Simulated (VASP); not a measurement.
A run of VASP 6.6.1 is set up as follows.

Contents of INCAR:

```
PREC     = Accurate       # precision mode
ENCUT    = 600            # plane-wave cutoff, eV
EDIFF    = 1E-6           # SCF threshold, eV
ISMEAR   = 0              # smearing method
SIGMA    = 0.2            # smearing width, eV
LREAL    = False          # projectors in reciprocal space
LASPH    = True           # aspherical terms in the spheres
NELM     = 120            # most SCF steps
ALGO     = Normal         # electronic algorithm
ISIF     = 2              # what is computed and relaxed
LWAVE    = False          # write WAVECAR
LCHARG   = False          # write CHGCAR
GGA      = PE             # functional
NBANDS   = 12             # bands
GGA_COMPAT= False
```

File KPOINTS:

```
regular mesh
0
Gamma
  6 6 6
```

The input POSCAR:

```
Mg2O
1.0
    0.0000000000      2.7969564349      2.7969564349
    2.7969564349      0.0000000000      2.7969564349
    2.7969564349      2.7969564349      0.0000000000
Mg O
2 1
Direct
    0.2500000000      0.2500000000      0.2500000000
    0.7500000000      0.7500000000      0.7500000000
    0.0000000000      0.0000000000      0.0000000000
```

Potentials or basis: VASP PAW PBE potentials, release 64 (Mg, O).

The run is started by

```bash
$ cat potpaw_PBE.64/Mg/POTCAR potpaw_PBE.64/O/POTCAR > POTCAR
$ mpirun -np 1 vasp_std > vasp.out
```

(1) Estimate the band gap on the k mesh.

(2) Predict the pressure.

## Answers

(1) 0.54 eV (least direct gap 0.58 eV).

(2) 0.3 GPa.
